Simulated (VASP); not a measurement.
Runs of VASP 6.6.1 on Cu. The structure is that of space group Cmcm (No. 63), or close to it. The cells are those of the table. 

```tsv
cell	further INCAR settings	gap on the mesh (eV)	pressure (GPa)	largest force (eV/Å)
a = 3.842, b = 3.842, c = 2.514 Å, angles 90.0, 90.0, 138.1°, 2 atoms	ALGO = Fast; EDIFF = 1e-06; NBANDS = 18	none	9.1	1.04
a = 4.197, b = 4.197, c = 2.514 Å, angles 90.0, 90.0, 147.6°, 2 atoms	ALGO = Fast; EDIFF = 1e-06; NBANDS = 18	none	9.4	0.21
a = 3.985, b = 3.985, c = 2.514 Å, angles 90.0, 90.0, 145.8°, 2 atoms	ALGO = Fast; EDIFF = 1e-07; NBANDS = 18	none	20.2	0.19
a = 4.006, b = 4.006, c = 2.514 Å, angles 90.0, 90.0, 144.0°, 2 atoms	ALGO = Fast; EDIFF = 1e-06; NBANDS = 18	none	9.8	0.10
a = 4.393, b = 4.393, c = 2.514 Å, angles 90.0, 90.0, 150.9°, 2 atoms	ALGO = Fast; EDIFF = 1e-07; NBANDS = 18	none	14.8	0.31
a = 4.608, b = 4.608, c = 2.514 Å, angles 90.0, 90.0, 152.3°, 2 atoms	ALGO = Fast; EDIFF = 1e-07; NBANDS = 18	none	(b)	0.18
a = 3.818, b = 3.818, c = 2.514 Å, angles 90.0, 90.0, 140.0°, 2 atoms	ALGO = Fast; EDIFF = 1e-06; NBANDS = 18	none	(a)	0.73
a = 4.411, b = 4.411, c = 2.514 Å, angles 90.0, 90.0, 149.2°, 2 atoms	ALGO = Fast; EDIFF = 1e-07; NBANDS = 18	none	2.0	0.16
```

Alike in all rows: task single point; level PBE; potentials or basis VASP PAW PBE potentials, release 64 (Cu); no spin polarisation; k mesh 18 × 18 × 18; cutoff (eV) 520; smearing gaussian 0.15 eV.

Question: Estimate the missing entries.

Answer: (a) 14.7; (b) 8.7.

Caveats: forces of over 1 eV/Å act on the atoms, so gaps and moduli don't describe the material at rest (some runs).

A gap of «none» marks levels without a gap at the run's occupations.
